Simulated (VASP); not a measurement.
A run of VASP 6.6.1:

The input INCAR:

```
SYSTEM = WC
ALGO = Normal
EDIFF = 1E-6
ENCUT = 520
GGA = PE
ISIF = 2
ISMEAR = 0
LASPH = .TRUE.
LCHARG = .FALSE.
LREAL = .FALSE.
LWAVE = .FALSE.
NBANDS = 16
NELM = 60
PREC = Accurate
SIGMA = 0.15
```

KPOINTS

```
k-points
0
G
  18 18 16
  0 0 0
```

File POSCAR:

```
WC
1.0
    2.9150039432      0.0000000000      0.0000000000
   -1.4575019716      2.4993483877      0.0000000000
    0.0000000000      0.0000000000      2.8290000000
W C
1 1
Direct
    0.0000000000      0.0000000000      0.0000000000
    0.6666666667      0.3333333333      0.5000000000
```

Potentials or basis: VASP PAW PBE potentials, release 64 (W_sv, C).

Launch:

```bash
$ cat potpaw_PBE.64/W_sv/POTCAR potpaw_PBE.64/C/POTCAR > POTCAR
$ mpirun -np 1 vasp_std > vasp.out
```

Hardware: 1 thread of Intel(R) Xeon(R) 6975P-C (Granite Rapids), with other jobs on the host.

Problem. How long does it take, and how much memory?

Solution. Run time: 64 s on 1 thread of Intel(R) Xeon(R) 6975P-C (Granite Rapids) (shared host), peak memory 0.37 GiB. Counts: scf iterations 12, k points 819.
